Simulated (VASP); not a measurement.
# Hf (P6_3/mmc) in VASP: further runs, part 2 of 2

VASP 6.6.1. Earlier steps stand in the parts before.

**3. Single point, PBE**

This run uses another cell than the first one, of 22.54 Å³/atom.

The input, INCAR:

```
PREC = Accurate ; ENCUT = 520
EDIFF = 1E-6 ; ISMEAR = 1
SIGMA = 0.1 ; LREAL = F
LASPH = T ; NELM = 80
ALGO = Normal ; ISIF = 2
LWAVE = F ; LCHARG = T
GGA = PE ; LELF = T
LVHAR = T ; NBANDS = 17
```

The input, KPOINTS:

```
Automatic mesh
0
Gamma
  19 19 11
```

The input, POSCAR:

```
Hf
1.0
    3.2048063916      0.0000000000      0.0000000000
   -1.6024031958      2.7754437494      0.0000000000
    0.0000000000      0.0000000000      5.0671622894
Hf
2
Direct
    0.0000000000      0.0000000000      0.0000000000
    0.3333333333      0.6666666667      0.5000000000
```

Potentials or basis: VASP PAW PBE potentials, release 64 (Hf_pv).

Run with:

```
$ cat potpaw_PBE.64/Hf_pv/POTCAR > POTCAR
$ mpirun -np 1 vasp_std > vasp.out
```

Run time: 1.8 min. Hardware: 1 thread of Intel Xeon 6975P-C (Granite Rapids), shared host; peak memory 0.27 GiB.

Results (log left out):

| Property | Result |
| --- | --- |
| Free energy | -19.8502 eV |
| Pressure | -0.4 GPa |
| Band gap on the k mesh | zero (bands 10 and 11 overlap by 1.54 eV) |

Stress tensor (GPa, compression positive):
```
-0.37  0.00  0.00
 0.00 -0.37  0.00
 0.00  0.00 -0.55
```

Levels at points of the mesh, in eV from the Fermi level:
```
           k point  band 6  band 7  band 8  band 9  band 10  band 11  band 12  band 13  band 14  band 15
(0.00, 0.00, 0.00)  -30.23   -7.36   -3.69    0.62     1.18     1.18     1.46     1.99     1.99     2.61
```

Caveat: spin-orbit coupling is left out, which moves the levels of the heavy elements.

**4. Single point, PBEsol, non-collinear spin, zero start, spin-orbit coupling**

The input, INCAR:

```
PREC = Accurate
ENCUT = 520
EDIFF = 1E-6
ISMEAR = 1
SIGMA = 0.1
LREAL = False
LASPH = True
NELM = 150
ALGO = Normal
ISIF = 2
LWAVE = False
LCHARG = False
LNONCOLLINEAR = True
MAGMOM = 0 0 0 0 0 0
LORBIT = 11
LSORBIT = True
GGA_COMPAT = False
LORBMOM = True
LMAXMIX = 4
GGA = PS
NBANDS = 32
```

The input, KPOINTS:

```
Automatic mesh
0
Gamma
  20 20 11
```

The input, POSCAR:

```
Hf
1.0
    3.1590465010      0.0000000000      0.0000000000
   -1.5795232500      2.7358145220      0.0000000000
    0.0000000000      0.0000000000      4.9993653010
Hf
2
Direct
    0.0000000000      0.0000000000      0.0000000000
    0.3333333333      0.6666666667      0.5000000000
```

Potentials or basis: VASP PAW PBE potentials, release 64 (Hf_pv).

Run with:

```
$ cat potpaw_PBE.64/Hf_pv/POTCAR > POTCAR
$ mpirun -np 1 vasp_ncl > vasp.out
```

OUTCAR:

```text
PREC = Accurate
   ENCUT = 520
   EDIFF = 1E-6
   ISMEAR = 1
   LREAL = False
   LASPH = True
   NELM = 150
   ISIF = 2
   LNONCOLLINEAR = True
   LORBIT = 11
   LSORBIT = True
   GGA = PS

 ion  position               nearest neighbor table
   1  0.000  0.000  0.000-   2 3.09   2 3.09   2 3.09   2 3.09   2 3.09   2 3.09
   2  0.333  0.667  0.500-   1 3.09   1 3.09   1 3.09   1 3.09   1 3.09   1 3.09

  LATTYP: Found a hexagonal cell.
 ALAT       =     3.1590465010
 C/A-ratio  =     1.5825551474

  Lattice vectors:

[... 1140 lines left out ...]
    -0.0014184    -0.0013725    -0.0050495     0.0000000    -0.0014184
    -0.0069290    -0.0014184     0.0000000    -0.0014184     0.0000000
 l=   3
     0.0000000     0.0000000     0.0000000     0.0000000     0.0000000     0.0000000     0.0000000
     0.0000000     0.0000000     0.0000000     0.0000000     0.0000000     0.0000000     0.0000000
     0.0000000     0.0000000     0.0000000     0.0000000     0.0000000     0.0000000     0.0000000
     0.0000000     0.0000000     0.0000000     0.0000000     0.0000000     0.0000000     0.0000000
     0.0000000     0.0000000     0.0000000     0.0000000     0.0000000     0.0000000     0.0000000
     0.0000000     0.0000000     0.0000000     0.0000000     0.0000000     0.0000000     0.0000000
     0.0000000     0.0000000     0.0000000     0.0000000     0.0000000     0.0000000     0.0000000

 total charge

# of ion       s       p       d       tot
------------------------------------------
    1        0.401   6.452   1.605   8.457
    2        0.401   6.452   1.605   8.457
--------------------------------------------------
tot          0.802  12.903   3.209  16.914

 magnetization (x)

# of ion       s       p       d       tot
------------------------------------------
    1        0.000   0.000   0.000   0.000
    2       -0.000  -0.000   0.000  -0.000
--------------------------------------------------
tot          0.000  -0.000   0.000   0.000

 magnetization (y)

# of ion       s       p       d       tot
------------------------------------------
    1        0.000   0.000   0.000   0.000
    2        0.000   0.000   0.000   0.000
--------------------------------------------------
tot          0.000   0.000   0.000   0.000

 magnetization (z)

# of ion       s       p       d       tot
------------------------------------------
    1       -0.000   0.000  -0.000  -0.000
    2       -0.000  -0.000   0.000   0.000
--------------------------------------------------
tot         -0.000   0.000  -0.000  -0.000
```

Wall time 15 min (1 thread of Oxide Virtual Turin-like, shared host); peak memory 0.56 GiB.

What came out:

- Free energy: -22.3822 eV
- Pressure: -0.8 GPa
- Net moment: 0.00 μB per cell
- Valence electrons inside the program's atomic spheres: Hf 8.46

Moments on the atoms (μB; x, y, z):
```
Hf  0.00 0.00 0.00
Hf  0.00 0.00 0.00
```

Caveat: the PAW data sets were made with another functional, which shifts forces and pressure a little.

**5. Summary**

```tsv
level	spin	cell	k mesh	gap on the mesh (eV)	pressure (GPa)
PBEsol	off	a = 3.159, b = 3.159, c = 4.999 Å, angles 90.0, 90.0, 120.0°, 2 atoms	19 × 19 × 11	none	-0.3
PBE	off	a = 3.205, b = 3.205, c = 5.067 Å, angles 90.0, 90.0, 120.0°, 2 atoms	19 × 19 × 11	none	-0.4
PBEsol	non-collinear, zero start, SOC	a = 3.159, b = 3.159, c = 4.999 Å, angles 90.0, 90.0, 120.0°, 2 atoms	20 × 20 × 11	-	-0.8
```

Alike in all rows: task single point; potentials or basis VASP PAW PBE potentials, release 64 (Hf_pv); cutoff (eV) 520; smearing methfessel-paxton 0.1 eV.

Caveats: the PAW data sets were made with another functional, which shifts forces and pressure a little (at least some runs); spin-orbit coupling is left out, which moves the levels of the heavy elements (at least some runs).

Absolute energies hang on the potentials; compare differences alone.
